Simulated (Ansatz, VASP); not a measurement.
**Pb in VASP and in Ansatz**

Contents of INCAR:

```
SYSTEM = Pb
ALGO = Normal
EDIFF = 1E-6
ENCUT = 520
GGA = PS
ISIF = 2
ISMEAR = -1
LASPH = .True.
LCHARG = .False.
LREAL = .False.
LWAVE = .False.
NBANDS = 13
NELM = 60
PREC = Accurate
SIGMA = 0.1
```

KPOINTS

```
k-points
0
Gamma
  15 15 15
  0 0 0
```

POSCAR

```
Pb
1.0
    0.0000000000      2.4255164669      2.4255164669
    2.4255164669      0.0000000000      2.4255164669
    2.4255164669      2.4255164669      0.0000000000
Pb
1
Direct
    0.0000000000      0.0000000000      0.0000000000
```

Input for Ansatz:

```yaml
crystal:
  lattice:
    - [0.0, 2.4255164669, 2.4255164669]
    - [2.4255164669, 0.0, 2.4255164669]
    - [2.4255164669, 2.4255164669, 0.0]
  atoms:
    - { symbol: Pb, position: [0.0, 0.0, 0.0] }
kpoints:
  mp_grid: { grid: [15, 15, 15] }
  band_path:
    path:
      - [0.0, 0.0, 0.0]
      - [0.5, 0.0, 0.5]
      - [0.625, 0.25, 0.625]
      - [0.375, 0.375, 0.75]
      - [0.0, 0.0, 0.0]
      - [0.5, 0.5, 0.5]
      - [0.5, 0.25, 0.75]
      - [0.5, 0.0, 0.5]
    npoints: 8
scf:
  occupations: { method: fermi_dirac, width: 0.1 }
hamiltonian:
  xc: pbesol
  pseudopotentials: { kind: paw }
output:
  forces: true
  stress: true
  eigenvalues: true
  populations: true
  dos: { projected: true, de: 0.2, e_range: [-14, 8] }
  write_density: true
  write_potential: true
  elf: true
  volumetric_format: npy
```

Change from the starting cell: volume scaled by 0.95, PAW files.

Alike in both runs: task single point; functional PBEsol; k mesh 15 × 15 × 15; occupations fermi-dirac, width 0.1 eV; no spin polarisation.

|  | VASP | Ansatz |
| --- | --- | --- |
| version | VASP 6.6.1 | Ansatz 0.2.0 |
| potentials or method | VASP PAW PBE potentials, release 64 (Pb_d) | PAW with Ansatz's default frozen-core files, scalar-relativistic |
| plane-wave cutoff (eV) | 520 | 420 |
| valence electrons in the cell | 14 | 14 |

|  | VASP | Ansatz | Ansatz less VASP |
| --- | --- | --- | --- |
| pressure (GPa) | 2.6 | 2.7 | +0.09 |

VASP's potentials were made for PBE, not for PBEsol.

Neither program's run includes spin-orbit coupling.
